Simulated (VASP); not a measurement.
Set up this calculation in VASP 6.6.1, as the native input.

| Property | Result |
| --- | --- |
| Task | single point |
| Functional | PBE |
| Potentials or basis | VASP PAW PBE potentials, release 64 (Hf_pv) |
| Cutoff | 520 eV |
| k mesh | 11 × 11 × 6 |
| Occupations | methfessel-paxton, width 0.2 eV |
| Spin | no spin polarisation |
| Dipole correction | no |
| Further INCAR settings | ALGO = Normal; EDIFF = 1e-06; NBANDS = 17 |

The structure of Hf lies in POSCAR:

```
Hf
1.0
    3.2045059552      0.0000000000      0.0000000000
   -1.6022529776      2.7751835638      0.0000000000
    0.0000000000      0.0000000000      5.0738215932
Hf
2
Direct
    0.3333333333      0.6666666667      0.2500000000
    0.6666666667      0.3333333333      0.7500000000
```

One way to write it, as run:

INCAR

```
SYSTEM = Hf
ALGO     = Normal         ! electronic algorithm
EDIFF    = 1E-6           ! SCF threshold, eV
ENCUT    = 520            ! plane-wave cutoff, eV
GGA      = PE             ! functional
ISIF     = 2              ! what is computed and relaxed
ISMEAR   = 1              ! smearing method
LASPH    = .TRUE.         ! aspherical terms in the spheres
LCHARG   = .FALSE.        ! write CHGCAR
LREAL    = .FALSE.        ! projectors in reciprocal space
LWAVE    = .FALSE.        ! write WAVECAR
NBANDS   = 17             ! bands
NELM     = 100            ! most SCF steps
PREC     = Accurate       ! precision mode
SIGMA    = 0.2            ! smearing width, eV
```

KPOINTS

```
k-points
0
G
  11 11 6
  0 0 0
```

Potentials or basis: VASP PAW PBE potentials, release 64 (Hf_pv).

The run is started by

```sh
$ cat potpaw_PBE.64/Hf_pv/POTCAR > POTCAR
$ mpirun -np 1 vasp_std > vasp.out
```

It gave:

```
Pressure               : -0.4 GPa
Band gap on the k mesh : zero (bands 10 and 11 overlap by 1.48 eV)
```

Caveat: spin-orbit coupling is left out, which moves the levels of the heavy elements.

Wall time 13 s on 1 thread of Intel(R) Xeon(R) 6975P-C (Granite Rapids), with other jobs on the host, peak memory 0.18 GiB.
